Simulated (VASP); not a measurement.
# Sb (P6_422) in VASP: notebook

The runs below take Sb through single point, relaxation of cell and atoms, with PBE.

All numbers are computed with VASP 6.6.1; they aren't measurements. Logs are shortened: lines on timing, memory, paths and dates and some standing lists are left out, and cuts for length are marked.

### Step 1. The cell of the first run

It takes space group P6_422 (No. 181, hexagonal). Conventional cell: a = 8.538 Å, b = 8.538 Å, c = 3.425 Å, α = 90.00°, β = 90.00°, γ = 120.00°. Sb (site symmetry 2) has 7 Sb at 2.95 to 3.55 Å within 3.9 Å.

### Step 2. Single point, PBE

INCAR reads:

```
PREC = Accurate
ENCUT = 520
EDIFF = 1E-6
ISMEAR = 0
SIGMA = 0.1
LREAL = False
LASPH = True
NELM = 80
ALGO = Normal
ISIF = 2
LWAVE = False
LCHARG = False
GGA = PE
NBANDS = 24
```

KPOINTS reads:

```
regular mesh
0
Gamma
  3 3 4
```

POSCAR reads:

```
Sb
1.0
    8.5378227608     -0.0000000035      0.0000000000
   -4.2689113774      7.3939714056      0.0000000000
    0.0000000000      0.0000000000      3.4251003838
Sb
6
Direct
    0.3181657900      0.0000000000      0.5000000000
    0.0000000000      0.3181657900      0.8333333333
    0.6818342100      0.6818342100      0.1666666667
    0.6818342100      0.0000000000      0.5000000000
    0.0000000000      0.6818342100      0.8333333333
    0.3181657900      0.3181657900      0.1666666667
```

Potentials or basis: VASP PAW PBE potentials, release 64 (Sb).

Started as:

```sh
cat potpaw_PBE.64/Sb/POTCAR > POTCAR
mpirun -np 1 vasp_std > vasp.out
```

OUTCAR:

```text
PREC = Accurate
   ENCUT = 520
   EDIFF = 1E-6
   ISMEAR = 0
   LREAL = False
   LASPH = True
   NELM = 80
   ISIF = 2
   GGA = PE

 ion  position               nearest neighbor table
   1  0.318  0.000  0.500-   5 2.95   6 2.95   4 3.10   5 3.55   6 3.55
   2  0.000  0.318  0.833-   4 2.95   6 2.95   5 3.10   6 3.55   4 3.55
   3  0.682  0.682  0.167-   4 2.95   5 2.95   6 3.10   5 3.55   4 3.55
   4  0.682  0.000  0.500-   2 2.95   3 2.95   1 3.10   2 3.55   3 3.55
   5  0.000  0.682  0.833-   1 2.95   3 2.95   2 3.10   3 3.55   1 3.55
   6  0.318  0.318  0.167-   1 2.95   2 2.95   3 3.10   2 3.55   1 3.55

  LATTYP: Found a hexagonal cell.
 ALAT       =     8.5378227608
 C/A-ratio  =     0.4011678949

  Lattice vectors:

 A1 = (   8.5378227608,  -0.0000000035,   0.0000000000)
 A2 = (  -4.2689113774,   7.3939714056,   0.0000000000)
 A3 = (   0.0000000000,   0.0000000000,   3.4251003838)

Analysis of symmetry for initial positions (statically):
=====================================================================
 Subroutine PRICEL returns:
 Original cell was already a primitive cell.

 Routine SETGRP: Setting up the symmetry group for a
 hexagonal supercell.

 Subroutine GETGRP returns: Found 12 space group operations
 (whereof  4 operations were pure point group operations)
 out of a pool of 24 trial point group operations.

The static configuration has the point symmetry D_2 .
 The point group associated with its full space group is D_6 .

Analysis of symmetry for dynamics (positions and initial velocities):
=====================================================================
 Subroutine PRICEL returns:
 Original cell was already a primitive cell.

 Routine SETGRP: Setting up the symmetry group for a
 hexagonal supercell.

 Subroutine GETGRP returns: Found 12 space group operations
 (whereof  4 operations were pure point group operations)
 out of a pool of 24 trial point group operations.

The dynamic configuration has the point symmetry D_2 .
 The point group associated with its full space group is D_6 .

 Subroutine INISYM returns: Found 12 space group operations
 (whereof  4 operations are pure point group operations),
 and found     1 'primitive' translations

----------------------------------------------------------------------------------------

                                     Primitive cell

  volume of cell :     216.2212

  direct lattice vectors                    reciprocal lattice vectors
     8.537822761 -0.000000003  0.000000000     0.117125880  0.067622658  0.000000000
    -4.268911377  7.393971406  0.000000000     0.000000000  0.135245316  0.000000000
     0.000000000  0.000000000  3.425100384     0.000000000  0.000000000  0.291962246

  length of vectors
     8.537822761  8.537822761  3.425100384     0.135245316  0.135245316  0.291962246

  position of ions in fractional coordinates (direct lattice)
     0.318165790  0.000000000  0.500000000
     0.000000000  0.318165790  0.833333333
     0.681834210  0.681834210  0.166666667
     0.681834210  0.000000000  0.500000000
     0.000000000  0.681834210  0.833333333
     0.318165790  0.318165790  0.166666667

  ion indices of the primitive-cell ions
   primitive index   ion index
                 1           1
                 2           2
                 3           3
                 4           4
                 5           5
                 6           6

----------------------------------------------------------------------------------------

 KPOINTS: regular mesh

Automatic generation of k-mesh.
 Grid dimensions read from file:
 generate k-points for:    3    3    4

 Generating k-lattice:

  Cartesian coordinates                     Fractional coordinates (reciprocal lattice)
     0.039041960  0.022540886  0.000000000     0.333333333  0.000000000  0.000000000
     0.000000000  0.045081772  0.000000000     0.000000000  0.333333333  0.000000000
     0.000000000  0.000000000  0.072990561     0.000000000  0.000000000  0.250000000

  Length of vectors
     0.045081772  0.045081772  0.072990561

  Shift w.r.t. Gamma in fractional coordinates (k-lattice)
     0.000000000  0.000000000  0.000000000

 Subroutine IBZKPT returns following result:
 ===========================================

 Found      9 irreducible k-points:

 Following reciprocal coordinates:
            Coordinates               Weight
  0.000000  0.000000  0.000000      1.000000
  0.333333  0.000000  0.000000      6.000000
  0.333333  0.333333  0.000000      2.000000
  0.000000  0.000000  0.250000      2.000000
  0.333333  0.000000  0.250000     12.000000
  0.333333  0.333333  0.250000      4.000000
  0.000000  0.000000  0.500000      1.000000
  0.333333  0.000000  0.500000      6.000000
  0.333333  0.333333  0.500000      2.000000
   k-points           NKPTS =      9   k-points in BZ     NKDIM =      9   number of bands    NBANDS=     24
   number of dos      NEDOS =    301   number of ions     NIONS =      6
   total plane-waves  NPLWV = 114688
   dimension x,y,z NGX =    64 NGY =   64 NGZ =   28
   dimension x,y,z NGXF=   128 NGYF=  128 NGZF=   56
   ions per type =               6
   NGX,Y,Z   is equivalent  to a cutoff of  12.46, 12.46, 13.59 a.u.
   NGXF,Y,Z  is equivalent  to a cutoff of  24.92, 24.92, 27.18 a.u.
 SYSTEM =  unknown system
   PREC   = accura    normal or accurate (medium, high low for compatibility)
   ISTART =      0    job   : 0-new  1-cont  2-samecut
   ICHARG =      2    charge: 1-file 2-atom 10-const
   ISPIN  =      1    spin polarized calculation?
   LNONCOLLINEAR =      F non collinear calculations
   LSORBIT =      F    spin-orbit coupling
   LASPH  =      T    aspherical Exc in radial PAW
   ENCUT  =  520.0 eV  38.22 Ry    6.18 a.u.  15.87 15.87  6.37*2*pi/ulx,y,z
   NELM   =     80;   NELMIN=  2; NELMDL= -5     # of ELM steps
   EDIFF  = 0.1E-05   stopping-criterion for ELM
   LREAL  =      F    real-space projection
   EDIFFG = 0.1E-04   stopping-criterion for IOM
   NSW    =      0    number of steps for IOM
   IBRION =     -1    ionic relax: 0-MD 1-quasi-New 2-CG
   NFREE  =      0    steps in history (QN), initial steepest desc. (CG)
   ISIF   =      2    stress and relaxation
   ISYM   =      2    0-nonsym 1-usesym 2-fastsym
   POTIM  = 0.5000    time-step for ionic-motion
   TEBEG  =    0.0;   TEEND  =   0.0 temperature during run
   PSTRESS=    0.0 pullay stress
   NELECT =      30.0000    total number of electrons
   NUPDOWN=      -1.0000    fix difference up-down
   EMIN   =  10.00;   EMAX   =-10.00  energy-range for DOS
   EFERMI =   0.00;   METHOD = LEGACY
   ISMEAR =     0;   SIGMA  =   0.10  broadening in eV -4-tet -1-fermi 0-gaus
   EFERMI_NEDOS =   21; number of points for ismear=-14 and -15
   IALGO  =     38    algorithm
   IMIX   =      4    mixing-type and parameters
     AMIX     =   0.40;   BMIX     =  1.00
     AMIX_MAG =   1.60;   BMIX_MAG =  1.00
  volume/ion in A,a.u.               =      36.04       243.19
  Fermi-wavevector in a.u.,A,eV,Ry     =   0.847518  1.601578  9.772896  0.718288
  Thomas-Fermi vector in A             =   1.963037
   LORBIT       =      0    0 simple, 1 ext, 2 COOP (PROOUT), +10 PAW based schemes
   GGA     = PE    functional components
   LHFCALC =     F    Hartree Fock is set to
   AEXX    =    0.0000 exact exchange contribution
   IVDW    =     0    specifies the selected vdW correction
   LEPSILON=     F    determine dielectric tensor
   LRPA    =     F    only Hartree local field effects (RPA)
 non-spin polarized calculation
 Gauss-broadening in eV      SIGMA  =   0.10
  energy-cutoff  :      520.00
  volume of cell :      216.22
 maximum number of plane-waves:      5898
 NGX is ok and might be reduce to    64
   NGX = 31   NGY = 31   NGZ = 13

 number of electron      29.9999999 magnetization

 Free energy of the ion-electron system (eV)
  ---------------------------------------------------
  ext. energy  EPLUGINS =         0.00000000
  ---------------------------------------------------
  free energy    TOTEN  =       -23.11099123 eV

  energy without entropy =      -23.10164450  energy(sigma->0) =      -23.10631787

 E-fermi :   5.3759     XC(G=0):  -8.6272

 val. band max:        5.3551410774   @ k =   0.0000   0.0000   0.5000
 cond. band min:       5.4936939283   @ k =   0.3333   0.0000   0.5000
 fundamental gap:      0.1385528510
 Fermi energy:         5.3759212837

 k-point     1 :       0.0000    0.0000    0.0000
  band No.  band energies     occupation
      1      -6.6613      2.00000
      2      -5.1294      2.00000
      3      -5.1294      2.00000
      4      -4.4623      2.00000
      5      -4.4623      2.00000
      6      -1.1896      2.00000
[... 16 lines left out ...]
     23       9.1485      0.00000
     24       9.3038      0.00000

 k-point     2 :       0.3333    0.0000    0.0000
  band No.  band energies     occupation
      1      -6.4343      2.00000
      2      -5.7394      2.00000
      3      -5.4427      2.00000
      4      -4.0970      2.00000
      5      -3.6379      2.00000
      6      -2.1287      2.00000
[... 16 lines left out ...]
     23       9.1967      0.00000
     24      10.1984      0.00000

 k-point     3 :       0.3333    0.3333    0.0000
  band No.  band energies     occupation
      1      -6.1602      2.00000
      2      -5.8657      2.00000
      3      -5.8657      2.00000
      4      -3.4236      2.00000
      5      -3.4236      2.00000
      6      -2.9259      2.00000
[... 16 lines left out ...]
     23       8.3643      0.00000
     24       9.6951      0.00000
[... 109 lines left out ...]
 k-point     8 :       0.3333    0.0000    0.5000
  band No.  band energies     occupation
      1      -4.3271      2.00000
      2      -4.1479      2.00000
      3      -3.4442      2.00000
      4      -3.2226      2.00000
      5      -2.4226      2.00000
      6      -1.5456      2.00000
[... 16 lines left out ...]
     23       8.3094      0.00000
     24       8.8940      0.00000

 k-point     9 :       0.3333    0.3333    0.5000
  band No.  band energies     occupation
      1      -4.3644      2.00000
      2      -3.8411      2.00000
      3      -3.8411      2.00000
      4      -2.8654      2.00000
      5      -2.8654      2.00000
      6      -1.2606      2.00000
[... 16 lines left out ...]
     23       8.6456      0.00000
     24       8.8901      0.00000

------------------------ aborting loop because EDIFF is reached ----------------------------------------

  FORCE on cell =-STRESS in cart. coord.  units (eV):
  Direction    XX          YY          ZZ          XY          YZ          ZX
  --------------------------------------------------------------------------------------
  -------------------------------------------------------------------------------------
  Total        0.1848390      0.1848390     -0.2949734     -0.0000000      0.0000000      0.0000000
  in kB        1.3696386      1.3696386     -2.1857238     -0.0000000      0.0000000      0.0000000
  external PRESSURE =       0.1845178 kB  Pullay stress =       0.0000000 kB

 VOLUME and BASIS-vectors are now :
 -----------------------------------------------------------------------------
  energy-cutoff  :      520.00
  volume of cell :      216.22
      direct lattice vectors                 reciprocal lattice vectors
     8.537822761 -0.000000003  0.000000000     0.117125880  0.067622658  0.000000000
    -4.268911377  7.393971406  0.000000000     0.000000000  0.135245316  0.000000000
     0.000000000  0.000000000  3.425100384     0.000000000  0.000000000  0.291962246

 POSITION                                       TOTAL-FORCE (eV/Angst)
 -----------------------------------------------------------------------------------
      2.71644     -0.00000      1.71255         0.005936     -0.000000      0.000000
     -1.35822      2.35251      2.85425        -0.002968      0.005140      0.000000
      2.91069      5.04146      0.57085        -0.002968     -0.005140     -0.000000
      5.82138     -0.00000      1.71255        -0.005936      0.000000      0.000000
     -2.91069      5.04146      2.85425         0.002968     -0.005140      0.000000
      1.35822      2.35251      0.57085         0.002968      0.005140     -0.000000
 -----------------------------------------------------------------------------------
    total drift:                                0.000000      0.000000      0.000000

  FREE ENERGIE OF THE ION-ELECTRON SYSTEM (eV)
  ---------------------------------------------------
  free  energy   TOTEN  =       -23.1109912339 eV

  energy  without entropy=      -23.1016445041  energy(sigma->0) =      -23.10631787
```

Wall time 23 s (1 thread of Intel Xeon 6975P-C (Granite Rapids), shared host); peak memory 0.33 GiB.

What came out:

```yaml
Free_energy: -23.1110 eV
Pressure: 0.0 GPa
Largest_force: 0.006 eV/Å
Band_gap_on_the_k_mesh: zero (band 15 reaches 6.91 eV, above the bottom of band 16 at 4.21 eV)
```

Forces in eV/Å, atoms in the order of the input:
```
Sb   0.006  0.000  0.000
Sb  -0.003  0.005  0.000
Sb  -0.003 -0.005  0.000
Sb  -0.006  0.000  0.000
Sb   0.003 -0.005  0.000
Sb   0.003  0.005  0.000
```

Caveat: the k points lie up to 0.46 Å⁻¹ apart; spin-orbit coupling is left out, which moves the levels of the heavy elements.

### Step 3. Single point, PBE

This run uses another cell than the first one, of 36.32 Å³/atom, 1.008 times its volume.

INCAR, as its differences from that of step 2:

```diff
@@ -7,3 +7,3 @@
 LASPH = True
-NELM = 80
+NELM = 60
 ALGO = Normal
```

KPOINTS reads:

```
regular mesh
0
Gamma
  3 3 6
```

POSCAR reads:

```
Sb
1.0
    8.4791581823      0.0000000000      0.0000000000
   -4.2395790911      7.3431663886      0.0000000000
    0.0000000000      0.0000000000      3.4996047167
Sb
6
Direct
    0.3255273885      0.0000000000      0.5000000000
    0.0000000000      0.3255273885      0.8333333333
    0.6744726115      0.6744726115      0.1666666667
    0.6744726115      0.0000000000      0.5000000000
    0.0000000000      0.6744726115      0.8333333333
    0.3255273885      0.3255273885      0.1666666667
```

Potentials or basis: VASP PAW PBE potentials, release 64 (Sb).

Started as:

```sh
cat potpaw_PBE.64/Sb/POTCAR > POTCAR
mpirun -np 1 vasp_std > vasp.out
```

It took 29 s on 1 thread of Intel Xeon 6975P-C (Granite Rapids), shared host; peak memory 0.32 GiB.

It converged, with:

- Free energy: -22.7865 eV
- Pressure: -0.2 GPa
- Band gap on the k mesh: zero (band 15 reaches 6.87 eV, above the bottom of band 16 at 4.20 eV)

Forces in eV/Å, atoms in the order of the input:
```
Sb   0.002  0.000  0.000
Sb  -0.001  0.002  0.000
Sb  -0.001 -0.002  0.000
Sb  -0.002  0.000  0.000
Sb   0.001 -0.002  0.000
Sb   0.001  0.002  0.000
```

Stress tensor (GPa, compression positive):
```
-0.12  0.00  0.00
 0.00 -0.12  0.00
 0.00  0.00 -0.29
```

Levels at points of the mesh, in eV from the Fermi level:
| k point | band 13 | band 14 | band 15 | band 16 | band 17 | band 18 |
| --- | --- | --- | --- | --- | --- | --- |
| (0.00, 0.00, 0.00) | 0.54 | 0.54 | 0.72 | 0.72 | 1.49 | 1.49 |
| (0.00, 0.00, 0.50) | -2.06 | -2.06 | -1.06 | -1.06 | -0.18 | 0.26 |

Caveat: spin-orbit coupling is left out, which moves the levels of the heavy elements.

### Step 4. Relaxation of cell and atoms, PBE

This run uses another cell than the first one, of 32.61 Å³/atom, 0.905 times its volume.

INCAR reads:

```
SYSTEM = Sb
ALGO     = Normal         ! electronic algorithm
EDIFF    = 1E-7           ! SCF threshold, eV
EDIFFG   = -0.04          ! ionic threshold
ENCUT    = 600            ! plane-wave cutoff, eV
GGA      = PE             ! functional
IBRION   = 2              ! ionic algorithm
ISIF     = 3              ! what is computed and relaxed
ISMEAR   = 0              ! smearing method
LASPH    = .TRUE.         ! aspherical terms in the spheres
LCHARG   = .FALSE.        ! write CHGCAR
LREAL    = .FALSE.        ! projectors in reciprocal space
LWAVE    = .FALSE.        ! write WAVECAR
NELM     = 60             ! most SCF steps
NSW      = 90             ! ionic steps
PREC     = Accurate       ! precision mode
SIGMA    = 0.1            ! smearing width, eV
```

KPOINTS reads:

```
k-points
0
G
  3 3 4
  0 0 0
```

POSCAR reads:

```
Sb
1.0
    7.0877412900      0.0000000000      0.0000000000
   -3.5438706400      6.1381640100      0.0000000000
    0.0000000000      0.0000000000      4.4975259300
Sb
6
Direct
    0.3127746600      0.0000000000      0.5000000000
    0.0000000000      0.3127746600      0.8333333300
    0.6872253400      0.6872253400      0.1666666700
    0.6872253400      0.0000000000      0.5000000000
    0.0000000000      0.6872253400      0.8333333300
    0.3127746600      0.3127746600      0.1666666700
```

Started as:

```sh
cat potpaw_PBE.64/Sb/POTCAR > POTCAR
mpirun -np 1 vasp_std > vasp.out
```

Wall time 8.1 min (1 thread of Intel Xeon 6975P-C (Granite Rapids), shared host); peak memory 0.36 GiB.

It converged, with:

```yaml
Free_energy: -23.1113 eV
Relaxed_volume: 35.88 Å³/atom
Relaxed_cell: a = 8.529 Å, b = 8.529 Å, c = 3.418 Å, α = 90.00°, β = 90.00°, γ = 120.00°
Space_group_after_relaxing_to_0.05_Å: P6_422 (No. 181)
Energy_gained_by_relaxing: 495.2 meV/atom
Ionic_steps: 29
Pressure_after_relaxing: 0.1 GPa
Band_gap_on_the_k_mesh: zero (band 15 reaches 6.93 eV, above the bottom of band 16 at 4.23 eV)
```

Stress tensor (GPa, compression positive):
```
0.03 0.00 0.00
0.00 0.03 0.00
0.00 0.00 0.13
```

Step by step:
| step | energy change (eV) | largest force (eV/Å) | pressure (GPa) | volume (Å³) |
| --- | --- | --- | --- | --- |
| 1 | 0.0000 | 0.0008 | 11.86 | 195.67 |
| 2 | -1.2532 | 0.2700 | -3.06 | 271.98 |
| 3 | -1.5625 | 0.2500 | 0.00 | 242.97 |
| 4 | -1.5625 | 0.2507 | -0.15 | 243.98 |
| 5 | -1.5842 | 0.2273 | -0.16 | 243.63 |
| 6 | -1.6451 | 0.1244 | -0.09 | 242.51 |
| 7 | -1.7288 | 0.2736 | 0.36 | 240.02 |
| 8 | -1.7393 | 0.2908 | 0.29 | 240.20 |
| 9 | -1.7641 | 0.3520 | 0.13 | 240.70 |
| 10 | -1.7952 | 0.5427 | -0.13 | 241.44 |
| 11 | -1.8448 | 0.4556 | -0.44 | 241.26 |
| 12 | -1.9846 | 0.2832 | -1.23 | 240.39 |
| 13 | -2.5854 | 0.1254 | -2.62 | 237.05 |
| 14 | -1.5890 | 0.1006 | -0.08 | 223.47 |
| 15 | -2.7620 | 0.0551 | -2.88 | 234.92 |
| 16 | -2.7848 | 0.0264 | -2.87 | 234.02 |
| 17 | -2.8176 | 0.0017 | -2.50 | 230.73 |
| 18 | -2.8195 | 0.0060 | -2.38 | 229.84 |
| 19 | -2.8645 | 0.0064 | -2.02 | 227.26 |
| 20 | -2.9503 | 0.0509 | -0.76 | 219.63 |
| 21 | -2.8626 | 0.1910 | 2.56 | 204.82 |
| 22 | -2.9631 | 0.0788 | -0.04 | 215.86 |
| 23 | -2.9631 | 0.0811 | 0.02 | 215.57 |
| 24 | -2.9637 | 0.0786 | 0.02 | 215.58 |
| 25 | -2.9651 | 0.0712 | 0.00 | 215.62 |
| 26 | -2.9675 | 0.0568 | -0.02 | 215.71 |
| 27 | -2.9703 | 0.0295 | -0.05 | 215.88 |
| 28 | -2.9706 | 0.0170 | -0.07 | 215.96 |
| 29 | -2.9713 | 0.0016 | 0.06 | 215.29 |

Final structure:
```
Sb
1.0
     8.52878    0.00000    0.00000
    -4.26439    7.38614    0.00000
     0.00000    0.00000    3.41760
Sb
6
Direct
  0.32317 0.00000 0.50000
  0.00000 0.32317 0.83333
  0.67683 0.67683 0.16667
  0.67683 0.00000 0.50000
  0.00000 0.67683 0.83333
  0.32317 0.32317 0.16667
```

Levels at points of the mesh, in eV from the Fermi level:
| k point | band 12 | band 13 | band 14 | band 15 | band 16 | band 17 | band 18 | band 19 |
| --- | --- | --- | --- | --- | --- | --- | --- | --- |
| (0.00, 0.00, 0.00) | 0.13 | 0.43 | 0.43 | 0.70 | 0.70 | 1.83 | 1.83 | 2.40 |
| (0.00, 0.00, 0.50) | -2.40 | -2.13 | -2.13 | -1.20 | -1.20 | -0.15 | 0.19 | 1.59 |

Caveat: spin-orbit coupling is left out, which moves the levels of the heavy elements.

### Step 5. Summary

```tsv
task	cell	k mesh	cutoff (eV)	gap on the mesh (eV)	pressure (GPa)
single point	a = 8.538, b = 8.538, c = 3.425 Å, angles 90.0, 90.0, 120.0°, 6 atoms	3 × 3 × 4	520	none	0.0
single point	a = 8.479, b = 8.479, c = 3.500 Å, angles 90.0, 90.0, 120.0°, 6 atoms	3 × 3 × 6	520	none	-0.2
relaxation of cell and atoms	relaxed from a = 7.088, b = 7.088, c = 4.498 Å, angles 90.0, 90.0, 120.0°, 6 atoms	3 × 3 × 4	600	none	0.1
```

Alike in all rows: level PBE; potentials or basis VASP PAW PBE potentials, release 64 (Sb); no spin polarisation; smearing gaussian 0.1 eV.

Caveats: some runs use coarse meshes; spin-orbit coupling is left out, which moves the levels of the heavy elements.

Total energies depend on the potentials used, so only differences within one code and one set of settings carry meaning.
